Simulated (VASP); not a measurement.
# MnHg (P4/mmm) in VASP: single point with PBE

Aim: the single point of MnHg with PBE.

Program: VASP 6.6.1. These are calculated values, not measurements. Logs are shortened: lines on timing, memory, paths and dates and some standing lists are left out, and cuts for length are marked.

## Step 1: The cell of the first run

Symmetry: P4/mmm, No. 123, tetragonal system. Conventional cell: a = 3.221 Å, b = 3.221 Å, c = 3.246 Å, α = 90.00°, β = 90.00°, γ = 90.00°. Within 3.7 Å of Mn (site symmetry 4/mmm) lie 8 Hg at 2.80 Å and 6 Mn at 3.22 to 3.25 Å. Within 3.7 Å of Hg (site symmetry 4/mmm) lie 8 Mn at 2.80 Å and 6 Hg at 3.22 to 3.25 Å.

## Step 2: Single point, PBE, collinear spin, ferromagnetic start (volume scaled by 0.9405)

The input, INCAR:

```
ALGO = Normal
EDIFF = 1E-7
ENCUT = 520
GGA = PE
ISIF = 2
ISMEAR = -1
ISPIN = 2
LASPH = True
LCHARG = True
LELF = True
LMAXMIX = 4
LORBIT = 11
LREAL = False
LVHAR = True
LWAVE = False
MAGMOM = 4 0
NBANDS = 24
NELM = 150
PREC = Accurate
SIGMA = 0.05
```

The input, KPOINTS:

```
k-points
0
Gamma
  11 11 11
```

The input, POSCAR:

```
MnHg
1.0
    3.2214501021      0.0000000000      0.0000000000
    0.0000000000      3.2214501021      0.0000000000
    0.0000000000      0.0000000000      3.2459440962
Mn Hg
1 1
Direct
    0.5000000000      0.5000000000      0.5000000000
    0.0000000000      0.0000000000      0.0000000000
```

Potentials or basis: VASP PAW PBE potentials, release 64 (Mn_pv, Hg).

Command:

```console
$ cat potpaw_PBE.64/Mn_pv/POTCAR potpaw_PBE.64/Hg/POTCAR > POTCAR
$ mpirun -np 1 vasp_std > vasp.out
```

OUTCAR:

```text
EDIFF = 1E-7
   ENCUT = 520
   GGA = PE
   ISIF = 2
   ISMEAR = -1
   ISPIN = 2
   LASPH = True
   LORBIT = 11
   LREAL = False
   NELM = 150
   PREC = Accurate

 ion  position               nearest neighbor table
   1  0.500  0.500  0.500-   2 2.80   2 2.80   2 2.80   2 2.80   2 2.80   2 2.80   2 2.80   2 2.80

   2  0.000  0.000  0.000-   1 2.80   1 2.80   1 2.80   1 2.80   1 2.80   1 2.80   1 2.80   1 2.80

  LATTYP: Found a simple tetragonal cell.
 ALAT       =     3.2214501021
 C/A-ratio  =     1.0076034063

  Lattice vectors:

 A1 = (   3.2214501021,   0.0000000000,   0.0000000000)
 A2 = (   0.0000000000,   3.2214501021,   0.0000000000)
 A3 = (   0.0000000000,   0.0000000000,   3.2459440962)

Analysis of symmetry for initial positions (statically):
=====================================================================
 Subroutine PRICEL returns:
 Original cell was already a primitive cell.

 Routine SETGRP: Setting up the symmetry group for a
 simple tetragonal supercell.

 Subroutine GETGRP returns: Found 16 space group operations
 (whereof 16 operations were pure point group operations)
 out of a pool of 16 trial point group operations.

The static configuration has the point symmetry D_4h.

Analysis of symmetry for dynamics (positions and initial velocities):
=====================================================================
 Subroutine PRICEL returns:
 Original cell was already a primitive cell.

 Routine SETGRP: Setting up the symmetry group for a
 simple tetragonal supercell.

 Subroutine GETGRP returns: Found 16 space group operations
 (whereof 16 operations were pure point group operations)
 out of a pool of 16 trial point group operations.

The dynamic configuration has the point symmetry D_4h.

Analysis of structural, dynamic, and magnetic symmetry:
=====================================================================
 Subroutine PRICEL returns:
 Original cell was already a primitive cell.

 Routine SETGRP: Setting up the symmetry group for a
 simple tetragonal supercell.

 Subroutine GETGRP returns: Found 16 space group operations
 (whereof 16 operations were pure point group operations)
 out of a pool of 16 trial point group operations.

The overall configuration has the point symmetry D_4h.

 Subroutine INISYM returns: Found 16 space group operations
 (whereof 16 operations are pure point group operations),
 and found     1 'primitive' translations

----------------------------------------------------------------------------------------

                                     Primitive cell

  volume of cell :      33.6856

  direct lattice vectors                    reciprocal lattice vectors
     3.221450102  0.000000000  0.000000000     0.310419211  0.000000000  0.000000000
     0.000000000  3.221450102  0.000000000     0.000000000  0.310419211  0.000000000
     0.000000000  0.000000000  3.245944096     0.000000000  0.000000000  0.308076778

  length of vectors
     3.221450102  3.221450102  3.245944096     0.310419211  0.310419211  0.308076778

  position of ions in fractional coordinates (direct lattice)
     0.500000000  0.500000000  0.500000000
     0.000000000  0.000000000  0.000000000

  ion indices of the primitive-cell ions
   primitive index   ion index
                 1           1
                 2           2

----------------------------------------------------------------------------------------

 KPOINTS: k-points

Automatic generation of k-mesh.
 Grid dimensions read from file:
 generate k-points for:   11   11   11

 Generating k-lattice:

  Cartesian coordinates                     Fractional coordinates (reciprocal lattice)
     0.028219928  0.000000000  0.000000000     0.090909091  0.000000000  0.000000000
     0.000000000  0.028219928  0.000000000     0.000000000  0.090909091  0.000000000
     0.000000000  0.000000000  0.028006980     0.000000000  0.000000000  0.090909091

  Length of vectors
     0.028219928  0.028219928  0.028006980

  Shift w.r.t. Gamma in fractional coordinates (k-lattice)
     0.000000000  0.000000000  0.000000000

 Subroutine IBZKPT returns following result:
 ===========================================

 Found    126 irreducible k-points:

 Following reciprocal coordinates:
            Coordinates               Weight
  0.000000  0.000000  0.000000      1.000000
  0.090909  0.000000  0.000000      4.000000
  0.181818  0.000000  0.000000      4.000000
  0.272727  0.000000  0.000000      4.000000
  0.363636  0.000000  0.000000      4.000000
  0.454545  0.000000  0.000000      4.000000
[... 16 lines left out ...]
  0.090909  0.000000  0.090909      8.000000
  0.181818  0.000000  0.090909      8.000000
 [... further k-points ...]
   k-points           NKPTS =    126   k-points in BZ     NKDIM =    126   number of bands    NBANDS=     24
   number of dos      NEDOS =    301   number of ions     NIONS =      2
   total plane-waves  NPLWV =  13824
   dimension x,y,z NGX =    24 NGY =   24 NGZ =   24
   dimension x,y,z NGXF=    48 NGYF=   48 NGZF=   48
   ions per type =               1   1
   NGX,Y,Z   is equivalent  to a cutoff of  12.39, 12.39, 12.29 a.u.
   NGXF,Y,Z  is equivalent  to a cutoff of  24.77, 24.77, 24.58 a.u.
 SYSTEM =  unknown system
   PREC   = accura    normal or accurate (medium, high low for compatibility)
   ISTART =      0    job   : 0-new  1-cont  2-samecut
   ICHARG =      2    charge: 1-file 2-atom 10-const
   ISPIN  =      2    spin polarized calculation?
   LNONCOLLINEAR =      F non collinear calculations
   LSORBIT =      F    spin-orbit coupling
   LASPH  =      T    aspherical Exc in radial PAW
   ENCUT  =  520.0 eV  38.22 Ry    6.18 a.u.   5.99  5.99  6.04*2*pi/ulx,y,z
   NELM   =    150;   NELMIN=  2; NELMDL= -5     # of ELM steps
   EDIFF  = 0.1E-06   stopping-criterion for ELM
   LREAL  =      F    real-space projection
   EDIFFG = 0.1E-05   stopping-criterion for IOM
   NSW    =      0    number of steps for IOM
   IBRION =     -1    ionic relax: 0-MD 1-quasi-New 2-CG
   NFREE  =      0    steps in history (QN), initial steepest desc. (CG)
   ISIF   =      2    stress and relaxation
   ISYM   =      2    0-nonsym 1-usesym 2-fastsym
   POTIM  = 0.5000    time-step for ionic-motion
   TEBEG  =    0.0;   TEEND  =   0.0 temperature during run
   PSTRESS=    0.0 pullay stress
   NELECT =      25.0000    total number of electrons
   NUPDOWN=      -1.0000    fix difference up-down
   EMIN   =  10.00;   EMAX   =-10.00  energy-range for DOS
   EFERMI =   0.00;   METHOD = LEGACY
   ISMEAR =    -1;   SIGMA  =   0.05  broadening in eV -4-tet -1-fermi 0-gaus
   EFERMI_NEDOS =   21; number of points for ismear=-14 and -15
   IALGO  =     38    algorithm
   IMIX   =      4    mixing-type and parameters
     AMIX     =   0.40;   BMIX     =  1.00
     AMIX_MAG =   1.60;   BMIX_MAG =  1.00
  volume/ion in A,a.u.               =      16.84       113.66
  Fermi-wavevector in a.u.,A,eV,Ry     =   1.482200  2.800952 29.890878  2.196918
  Thomas-Fermi vector in A             =   2.596016
   LORBIT       =     11    0 simple, 1 ext, 2 COOP (PROOUT), +10 PAW based schemes
   GGA     = PE    functional components
   LHFCALC =     F    Hartree Fock is set to
   AEXX    =    0.0000 exact exchange contribution
   IVDW    =     0    specifies the selected vdW correction
   LEPSILON=     F    determine dielectric tensor
   LRPA    =     F    only Hartree local field effects (RPA)
 spin polarized calculation
  energy-cutoff  :      520.00
  volume of cell :       33.69
 maximum number of plane-waves:       925
 NGX is ok and might be reduce to    24
   NGX = 11   NGY = 11   NGZ = 13

 number of electron      25.0000036 magnetization       3.6956329

 Free energy of the ion-electron system (eV)
  ---------------------------------------------------
  ext. energy  EPLUGINS =         0.00000000
  ---------------------------------------------------
  free energy    TOTEN  =        -8.42129003 eV

  energy without entropy =       -8.40384292  energy(sigma->0) =       -8.41256647

 E-fermi :   6.2374     XC(G=0): -12.1147

 val. band max:        6.2360127006   @ k =   0.1818   0.0000   0.0000
 cond. band min:       6.2416435053   @ k =   0.1818   0.0909   0.0000
 fundamental gap:      0.0056308047
 Fermi energy:         6.2374258540

 spin component 1

 k-point     1 :       0.0000    0.0000    0.0000
  band No.  band energies     occupation
      1     -43.7063      1.00000
      2     -43.6973      1.00000
      3     -43.6973      1.00000
      4      -3.9292      1.00000
      5      -2.3992      1.00000
      6      -2.3872      1.00000
[... 16 lines left out ...]
     23      23.8140      0.00000
     24      28.5309      0.00000

 k-point     2 :       0.0909    0.0000    0.0000
  band No.  band energies     occupation
      1     -43.7062      1.00000
      2     -43.6992      1.00000
      3     -43.6972      1.00000
      4      -3.7904      1.00000
      5      -2.3647      1.00000
      6      -2.3252      1.00000
[... 586 lines left out ...]
 k-point    24 :       0.1818    0.0000    0.0909
  band No.  band energies     occupation
      1     -43.7077      1.00000
      2     -43.7042      1.00000
      3     -43.6968      1.00000
      4      -3.2770      1.00000
      5      -2.2408      1.00000
      6      -2.0711      1.00000
[... 16 lines left out ...]
     23      23.7303      0.00000
     24      25.6093      0.00000

 [... further k-points ...]

 spin component 2

 k-point     1 :       0.0000    0.0000    0.0000
  band No.  band energies     occupation
      1     -39.8555      1.00000
      2     -39.8504      1.00000
      3     -39.8504      1.00000
      4      -3.7317      1.00000
      5      -2.3826      1.00000
      6      -2.3674      1.00000
[... 16 lines left out ...]
     23      23.8345      0.00000
     24      29.4328      0.00000

 k-point     2 :       0.0909    0.0000    0.0000
  band No.  band energies     occupation
      1     -39.8554      1.00000
      2     -39.8527      1.00000
      3     -39.8502      1.00000
      4      -3.5944      1.00000
      5      -2.3514      1.00000
      6      -2.3072      1.00000
[... 586 lines left out ...]
 k-point    24 :       0.1818    0.0000    0.0909
  band No.  band energies     occupation
      1     -39.8589      1.00000
      2     -39.8571      1.00000
      3     -39.8497      1.00000
      4      -3.0951      1.00000
      5      -2.2405      1.00000
      6      -2.0464      1.00000
[... 16 lines left out ...]
     23      23.9854      0.00000
     24      26.0075      0.00000

 [... further k-points ...]
[... 5 lines left out ...]
  --------------------------------------------------------------------------------------
  -------------------------------------------------------------------------------------
  Total        1.7292532      1.7292532      1.6973165      0.0000000      0.0000000      0.0000000
  in kB       82.2479967     82.2479967     80.7289985      0.0000000      0.0000000      0.0000000
  external PRESSURE =      81.7416640 kB  Pullay stress =       0.0000000 kB

 VOLUME and BASIS-vectors are now :
 -----------------------------------------------------------------------------
  energy-cutoff  :      520.00
  volume of cell :       33.69
      direct lattice vectors                 reciprocal lattice vectors
     3.221450102  0.000000000  0.000000000     0.310419211  0.000000000  0.000000000
     0.000000000  3.221450102  0.000000000     0.000000000  0.310419211  0.000000000
     0.000000000  0.000000000  3.245944096     0.000000000  0.000000000  0.308076778

 POSITION                                       TOTAL-FORCE (eV/Angst)
 -----------------------------------------------------------------------------------
      1.61073      1.61073      1.62297         0.000000      0.000000      0.000000
      0.00000      0.00000      0.00000         0.000000      0.000000      0.000000
 -----------------------------------------------------------------------------------
    total drift:                                0.000000      0.000000     -0.000000

  FREE ENERGIE OF THE ION-ELECTRON SYSTEM (eV)
  ---------------------------------------------------
  free  energy   TOTEN  =        -8.4212900253 eV

  energy  without entropy=       -8.4038429211  energy(sigma->0) =       -8.41256647

 total charge

# of ion       s       p       d       tot
------------------------------------------
    1        0.260   6.198   5.027  11.484
    2        0.823   0.578   9.261  10.662
--------------------------------------------------
tot          1.083   6.776  14.287  22.146

 magnetization (x)

# of ion       s       p       d       tot
------------------------------------------
    1        0.024   0.012   3.605   3.642
    2       -0.048  -0.064   0.051  -0.061
--------------------------------------------------
tot         -0.024  -0.052   3.656   3.581
```

Wall time 90 s (1 thread of Intel Xeon Platinum 8259CL at 2.50GHz (Skylake/Cascade Lake), shared host); peak memory 0.27 GiB.

What came out:

* Free energy: -8.4213 eV
* Pressure: 8.2 GPa
* Net moment: 3.70 μB per cell
* Site moments: Mn +3.64; Hg -0.06 μB
* Valence electrons inside the program's atomic spheres: Mn 11.48; Hg 10.66

Levels at points of the mesh, in eV from the Fermi level:
Spin up:
| k point | band 11 | band 12 | band 13 | band 14 | band 15 | band 16 | band 17 | band 18 |
| --- | --- | --- | --- | --- | --- | --- | --- | --- |
| (0.00, 0.00, 0.00) | -2.77 | -1.82 | -1.82 | -1.81 | 5.05 | 5.28 | 5.28 | 9.75 |
Spin down:
```
           k point  band 9  band 10  band 11  band 12  band 13  band 14
(0.00, 0.00, 0.00)   -7.20     0.25     0.27     1.57     1.57     1.59
```

Caveat: spin-orbit coupling is left out, which moves the levels of the heavy elements.
